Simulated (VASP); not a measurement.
Here is a VASP 6.6.1 calculation.

Contents of INCAR:

```
SYSTEM = In
ALGO = Normal
EDIFF = 1E-6
ENCUT = 520
GGA = CA
ISIF = 2
ISMEAR = -1
LASPH = .True.
LCHARG = .False.
LREAL = .False.
LWAVE = .False.
NBANDS = 20
NELM = 60
PREC = Accurate
SIGMA = 0.1
```

File KPOINTS:

```
k-points
0
Gamma
  10 10 10
  0 0 0
```

File POSCAR:

```
In
1.0
    0.0000000000      3.3158172807      3.3158172807
    3.3158172807      0.0000000000      3.3158172807
    3.3158172807      3.3158172807      0.0000000000
In
2
Direct
    0.1250000000      0.1250000000      0.1250000000
    0.8750000000      0.8750000000      0.8750000000
```

Potentials or basis: VASP PAW LDA potentials, release 64 (In_d).

Launch:

```sh
$ cat potpaw_LDA.64/In_d/POTCAR > POTCAR
$ mpirun -np 1 vasp_std > vasp.out
```

Task: What does it give for the pressure?

Result: -1.9 GPa.

Task: Predict the band gap on the k mesh.

Result: Zero (band 13 reaches 5.98 eV, above the bottom of band 14 at 2.55 eV).

Caveat: spin-orbit coupling is left out, which moves the levels of the heavy elements.
